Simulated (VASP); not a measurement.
# SiNi (Pm-3m) in VASP: a series of runs

The runs below take SiNi through single point, relaxation of cell and atoms, with PBE.

Everything below comes from runs of VASP 6.6.1. Logs are shortened: lines on timing, memory, paths and dates and some standing lists are left out, and cuts for length are marked.

**1. The cell of the first run**

The structure is cubic, space group Pm-3m (No. 221). The conventional cell has a = 2.869 Å, b = 2.869 Å, c = 2.869 Å, α = 90.00°, β = 90.00°, γ = 90.00°. Within 3.3 Å of Si (site symmetry m-3m) lie 8 Ni at 2.48 Å and 6 Si at 2.87 Å. Ni (site symmetry m-3m) has 8 Si at 2.48 Å and 6 Ni at 2.87 Å within 3.3 Å.

**2. Single point, PBE, collinear spin, ferromagnetic start**

File INCAR:

```
SYSTEM = SiNi
PREC     = Accurate       ! precision mode
ENCUT    = 520            ! plane-wave cutoff, eV
EDIFF    = 1E-7           ! SCF threshold, eV
ISMEAR   = 0              ! smearing method
SIGMA    = 0.1            ! smearing width, eV
LREAL    = .FALSE.        ! projectors in reciprocal space
LASPH    = .TRUE.         ! aspherical terms in the spheres
NELM     = 150            ! most SCF steps
ALGO     = Normal         ! electronic algorithm
ISIF     = 2              ! what is computed and relaxed
LWAVE    = .FALSE.        ! write WAVECAR
LCHARG   = .TRUE.         ! write CHGCAR
ISPIN    = 2              ! spin polarisation
MAGMOM   = 0 2            ! initial moments
LORBIT   = 11             ! projections on sites
LMAXMIX  = 4              ! l up to which the mixer works
GGA      = PE             ! functional
LELF     = .TRUE.         ! ELF
LVHAR    = .TRUE.       
NBANDS   = 18             ! bands
```

File KPOINTS:

```
Automatic mesh
0
G
  6 6 6
  0 0 0
```

File POSCAR:

```
SiNi
1.0
    2.8686228363      0.0000000000      0.0000000000
    0.0000000000      2.8686228363      0.0000000000
    0.0000000000      0.0000000000      2.8686228363
Si Ni
1 1
Direct
    0.0000000000      0.0000000000      0.0000000000
    0.5000000000      0.5000000000      0.5000000000
```

Potentials or basis: VASP PAW PBE potentials, release 64 (Si, Ni).

Command:

```bash
cat potpaw_PBE.64/Si/POTCAR potpaw_PBE.64/Ni/POTCAR > POTCAR
mpirun -np 1 vasp_std > vasp.out
```

OUTCAR:

```text
SYSTEM = SiNi
   PREC = Accurate
   ENCUT = 520
   EDIFF = 1E-7
   ISMEAR = 0
   LREAL = .FALSE.
   LASPH = .TRUE.
   NELM = 150
   ISIF = 2
   ISPIN = 2
   LORBIT = 11
   GGA = PE

 ion  position               nearest neighbor table
   1  0.000  0.000  0.000-   2 2.48   2 2.48   2 2.48   2 2.48   2 2.48   2 2.48   2 2.48   2 2.48

   2  0.500  0.500  0.500-   1 2.48   1 2.48   1 2.48   1 2.48   1 2.48   1 2.48   1 2.48   1 2.48

  LATTYP: Found a simple cubic cell.
 ALAT       =     2.8686228363

  Lattice vectors:

 A1 = (   2.8686228363,   0.0000000000,   0.0000000000)
 A2 = (   0.0000000000,   2.8686228363,   0.0000000000)
 A3 = (   0.0000000000,   0.0000000000,   2.8686228363)

Analysis of symmetry for initial positions (statically):
=====================================================================
 Subroutine PRICEL returns:
 Original cell was already a primitive cell.

 Routine SETGRP: Setting up the symmetry group for a
 simple cubic supercell.

 Subroutine GETGRP returns: Found 48 space group operations
 (whereof 48 operations were pure point group operations)
 out of a pool of 48 trial point group operations.

The static configuration has the point symmetry O_h .

Analysis of symmetry for dynamics (positions and initial velocities):
=====================================================================
 Subroutine PRICEL returns:
 Original cell was already a primitive cell.

 Routine SETGRP: Setting up the symmetry group for a
 simple cubic supercell.

 Subroutine GETGRP returns: Found 48 space group operations
 (whereof 48 operations were pure point group operations)
 out of a pool of 48 trial point group operations.

The dynamic configuration has the point symmetry O_h .

Analysis of structural, dynamic, and magnetic symmetry:
=====================================================================
 Subroutine PRICEL returns:
 Original cell was already a primitive cell.

 Routine SETGRP: Setting up the symmetry group for a
 simple cubic supercell.

 Subroutine GETGRP returns: Found 48 space group operations
 (whereof 48 operations were pure point group operations)
 out of a pool of 48 trial point group operations.

The overall configuration has the point symmetry O_h .

 Subroutine INISYM returns: Found 48 space group operations
 (whereof 48 operations are pure point group operations),
 and found     1 'primitive' translations

----------------------------------------------------------------------------------------

                                     Primitive cell

  volume of cell :      23.6059

  direct lattice vectors                    reciprocal lattice vectors
     2.868622836  0.000000000  0.000000000     0.348599330  0.000000000  0.000000000
     0.000000000  2.868622836  0.000000000     0.000000000  0.348599330  0.000000000
     0.000000000  0.000000000  2.868622836     0.000000000  0.000000000  0.348599330

  length of vectors
     2.868622836  2.868622836  2.868622836     0.348599330  0.348599330  0.348599330

  position of ions in fractional coordinates (direct lattice)
     0.000000000  0.000000000  0.000000000
     0.500000000  0.500000000  0.500000000

  ion indices of the primitive-cell ions
   primitive index   ion index
                 1           1
                 2           2

----------------------------------------------------------------------------------------

 KPOINTS: Automatic mesh

Automatic generation of k-mesh.
 Grid dimensions read from file:
 generate k-points for:    6    6    6

 Generating k-lattice:

  Cartesian coordinates                     Fractional coordinates (reciprocal lattice)
     0.058099888  0.000000000  0.000000000     0.166666667  0.000000000  0.000000000
     0.000000000  0.058099888  0.000000000     0.000000000  0.166666667  0.000000000
     0.000000000  0.000000000  0.058099888     0.000000000  0.000000000  0.166666667

  Length of vectors
     0.058099888  0.058099888  0.058099888

  Shift w.r.t. Gamma in fractional coordinates (k-lattice)
     0.000000000  0.000000000  0.000000000

 Subroutine IBZKPT returns following result:
 ===========================================

 Found     20 irreducible k-points:

 Following reciprocal coordinates:
            Coordinates               Weight
  0.000000  0.000000  0.000000      1.000000
  0.166667  0.000000  0.000000      6.000000
  0.333333  0.000000  0.000000      6.000000
  0.500000  0.000000  0.000000      3.000000
  0.166667  0.166667  0.000000     12.000000
  0.333333  0.166667  0.000000     24.000000
[... 12 lines left out ...]
  0.500000  0.500000  0.333333      6.000000
  0.500000  0.500000  0.500000      1.000000
   k-points           NKPTS =     20   k-points in BZ     NKDIM =     20   number of bands    NBANDS=     18
   number of dos      NEDOS =    301   number of ions     NIONS =      2
   total plane-waves  NPLWV =  13824
   dimension x,y,z NGX =    24 NGY =   24 NGZ =   24
   dimension x,y,z NGXF=    48 NGYF=   48 NGZF=   48
   ions per type =               1   1
   NGX,Y,Z   is equivalent  to a cutoff of  13.91, 13.91, 13.91 a.u.
   NGXF,Y,Z  is equivalent  to a cutoff of  27.82, 27.82, 27.82 a.u.
 SYSTEM =  SiNi
   PREC   = accura    normal or accurate (medium, high low for compatibility)
   ISTART =      0    job   : 0-new  1-cont  2-samecut
   ICHARG =      2    charge: 1-file 2-atom 10-const
   ISPIN  =      2    spin polarized calculation?
   LNONCOLLINEAR =      F non collinear calculations
   LSORBIT =      F    spin-orbit coupling
   LASPH  =      T    aspherical Exc in radial PAW
   ENCUT  =  520.0 eV  38.22 Ry    6.18 a.u.   5.33  5.33  5.33*2*pi/ulx,y,z
   NELM   =    150;   NELMIN=  2; NELMDL= -5     # of ELM steps
   EDIFF  = 0.1E-06   stopping-criterion for ELM
   LREAL  =      F    real-space projection
   EDIFFG = 0.1E-05   stopping-criterion for IOM
   NSW    =      0    number of steps for IOM
   IBRION =     -1    ionic relax: 0-MD 1-quasi-New 2-CG
   NFREE  =      0    steps in history (QN), initial steepest desc. (CG)
   ISIF   =      2    stress and relaxation
   ISYM   =      2    0-nonsym 1-usesym 2-fastsym
   POTIM  = 0.5000    time-step for ionic-motion
   TEBEG  =    0.0;   TEEND  =   0.0 temperature during run
   PSTRESS=    0.0 pullay stress
   NELECT =      14.0000    total number of electrons
   NUPDOWN=      -1.0000    fix difference up-down
   EMIN   =  10.00;   EMAX   =-10.00  energy-range for DOS
   EFERMI =   0.00;   METHOD = LEGACY
   ISMEAR =     0;   SIGMA  =   0.10  broadening in eV -4-tet -1-fermi 0-gaus
   EFERMI_NEDOS =   21; number of points for ismear=-14 and -15
   IALGO  =     38    algorithm
   IMIX   =      4    mixing-type and parameters
     AMIX     =   0.40;   BMIX     =  1.00
     AMIX_MAG =   1.60;   BMIX_MAG =  1.00
  volume/ion in A,a.u.               =      11.80        79.65
  Fermi-wavevector in a.u.,A,eV,Ry     =   1.375448  2.599219 25.740266  1.891856
  Thomas-Fermi vector in A             =   2.500783
   LORBIT       =     11    0 simple, 1 ext, 2 COOP (PROOUT), +10 PAW based schemes
   GGA     = PE    functional components
   LHFCALC =     F    Hartree Fock is set to
   AEXX    =    0.0000 exact exchange contribution
   IVDW    =     0    specifies the selected vdW correction
   LEPSILON=     F    determine dielectric tensor
   LRPA    =     F    only Hartree local field effects (RPA)
 spin polarized calculation
 Gauss-broadening in eV      SIGMA  =   0.10
  energy-cutoff  :      520.00
  volume of cell :       23.61
 maximum number of plane-waves:       655
 NGX is ok and might be reduce to    24
   NGX = 11   NGY = 11   NGZ = 11

 number of electron      14.0000014 magnetization      -0.0000190

 number of electron      14.0000014 magnetization       0.0000101

 Free energy of the ion-electron system (eV)
  ---------------------------------------------------
  ext. energy  EPLUGINS =         0.00000000
  ---------------------------------------------------
  free energy    TOTEN  =       -11.41393652 eV

  energy without entropy =      -11.40841783  energy(sigma->0) =      -11.41117718

 E-fermi :  11.5426     XC(G=0): -12.4198

 val. band max:       11.5281338766   @ k =   0.3333   0.3333   0.3333
 cond. band min:      11.6943620607   @ k =   0.3333   0.3333   0.0000
 fundamental gap:      0.1662281841
 Fermi energy:        11.5425969428

 spin component 1

 k-point     1 :       0.0000    0.0000    0.0000
  band No.  band energies     occupation
      1      -2.3638      1.00000
      2       7.4233      1.00000
      3       7.4233      1.00000
      4       9.1642      1.00000
      5       9.1642      1.00000
      6       9.1642      1.00000
[... 10 lines left out ...]
     17      32.9250      0.00000
     18      32.9250      0.00000

 k-point     2 :       0.1667    0.0000    0.0000
  band No.  band energies     occupation
      1      -1.8697      1.00000
      2       7.0858      1.00000
      3       7.5520      1.00000
      4       8.8817      1.00000
      5       8.8817      1.00000
      6       9.1902      1.00000
[... 10 lines left out ...]
     17      30.2071      0.00000
     18      33.9982      0.00000

 k-point     3 :       0.3333    0.0000    0.0000
  band No.  band energies     occupation
      1      -0.4394      1.00000
      2       5.0638      1.00000
      3       7.8249      1.00000
      4       8.4317      1.00000
      5       8.4317      1.00000
      6       9.2427      1.00000
[... 328 lines left out ...]
 k-point    19 :       0.5000    0.5000    0.3333
  band No.  band energies     occupation
      1       4.8046      1.00000
      2       5.8208      1.00000
      3       5.8208      1.00000
      4       8.9616      1.00000
      5       9.7682      1.00000
      6      10.1510      1.00000
[... 10 lines left out ...]
     17      36.6587      0.00000
     18      40.3847      0.00000

 k-point    20 :       0.5000    0.5000    0.5000
  band No.  band energies     occupation
      1       5.7267      1.00000
      2       5.7267      1.00000
      3       5.7267      1.00000
      4       9.0292      1.00000
      5       9.7758      1.00000
      6       9.7758      1.00000
[... 10 lines left out ...]
     17      40.1997      0.00000
     18      40.1997      0.00000
 Fermi energy:        11.5425969428

 spin component 2

 k-point     1 :       0.0000    0.0000    0.0000
  band No.  band energies     occupation
      1      -2.3638      1.00000
      2       7.4233      1.00000
      3       7.4233      1.00000
      4       9.1642      1.00000
      5       9.1642      1.00000
      6       9.1642      1.00000
[... 10 lines left out ...]
     17      32.9250      0.00000
     18      32.9250      0.00000

 k-point     2 :       0.1667    0.0000    0.0000
  band No.  band energies     occupation
      1      -1.8697      1.00000
      2       7.0858      1.00000
      3       7.5520      1.00000
      4       8.8817      1.00000
      5       8.8817      1.00000
      6       9.1902      1.00000
[... 10 lines left out ...]
     17      30.2071      0.00000
     18      33.9982      0.00000

 k-point     3 :       0.3333    0.0000    0.0000
  band No.  band energies     occupation
      1      -0.4394      1.00000
      2       5.0639      1.00000
      3       7.8249      1.00000
      4       8.4317      1.00000
      5       8.4317      1.00000
      6       9.2427      1.00000
[... 328 lines left out ...]
 k-point    19 :       0.5000    0.5000    0.3333
  band No.  band energies     occupation
      1       4.8046      1.00000
      2       5.8208      1.00000
      3       5.8208      1.00000
      4       8.9616      1.00000
      5       9.7682      1.00000
      6      10.1510      1.00000
[... 10 lines left out ...]
     17      36.6587      0.00000
     18      40.3848      0.00000

 k-point    20 :       0.5000    0.5000    0.5000
  band No.  band energies     occupation
      1       5.7267      1.00000
      2       5.7267      1.00000
      3       5.7267      1.00000
      4       9.0292      1.00000
      5       9.7758      1.00000
      6       9.7758      1.00000
[... 10 lines left out ...]
     17      40.1997      0.00000
     18      40.1997      0.00000

------------------------ aborting loop because EDIFF is reached ----------------------------------------

  FORCE on cell =-STRESS in cart. coord.  units (eV):
  Direction    XX          YY          ZZ          XY          YZ          ZX
  --------------------------------------------------------------------------------------
  -------------------------------------------------------------------------------------
  Total       -0.3993178     -0.3993178     -0.3993178     -0.0000000     -0.0000000     -0.0000000
  in kB      -27.1024735    -27.1024735    -27.1024735     -0.0000000     -0.0000000     -0.0000000
  external PRESSURE =     -27.1024735 kB  Pullay stress =       0.0000000 kB

 VOLUME and BASIS-vectors are now :
 -----------------------------------------------------------------------------
  energy-cutoff  :      520.00
  volume of cell :       23.61
      direct lattice vectors                 reciprocal lattice vectors
     2.868622836  0.000000000  0.000000000     0.348599330  0.000000000  0.000000000
     0.000000000  2.868622836  0.000000000     0.000000000  0.348599330  0.000000000
     0.000000000  0.000000000  2.868622836     0.000000000  0.000000000  0.348599330

 POSITION                                       TOTAL-FORCE (eV/Angst)
 -----------------------------------------------------------------------------------
      0.00000      0.00000      0.00000         0.000000      0.000000      0.000000
      1.43431      1.43431      1.43431         0.000000      0.000000      0.000000
 -----------------------------------------------------------------------------------
    total drift:                                0.000000      0.000000     -0.000000

  FREE ENERGIE OF THE ION-ELECTRON SYSTEM (eV)
  ---------------------------------------------------
  free  energy   TOTEN  =       -11.4139365237 eV

  energy  without entropy=      -11.4084178282  energy(sigma->0) =      -11.41117718

 total charge

# of ion       s       p       d       tot
------------------------------------------
    1        0.771   0.790   0.000   1.562
    2        0.433   0.531   8.477   9.442
--------------------------------------------------
tot          1.205   1.321   8.477  11.004

 magnetization (x)

# of ion       s       p       d       tot
------------------------------------------
    1        0.000   0.000   0.000   0.000
    2        0.000   0.000  -0.000  -0.000
--------------------------------------------------
tot          0.000   0.000  -0.000   0.000
```

Run time: 15 s. Hardware: 1 thread of AMD EPYC 9R45 (Zen 5), shared host; peak memory 0.12 GiB.

Results:

```yaml
Free_energy: -11.4139 eV
Pressure: -2.7 GPa
Band_gap_on_the_k_mesh: zero (filled and empty bands overlap)
Net_moment: 0.00 μB per cell
Valence_electrons_inside_the_program's_atomic_spheres: Si 1.56; Ni 9.44
```

Caveat: the k points lie up to 0.37 Å⁻¹ apart; the starting moments collapsed, and a magnetic state may lie lower.

[end of part 1 of 2]
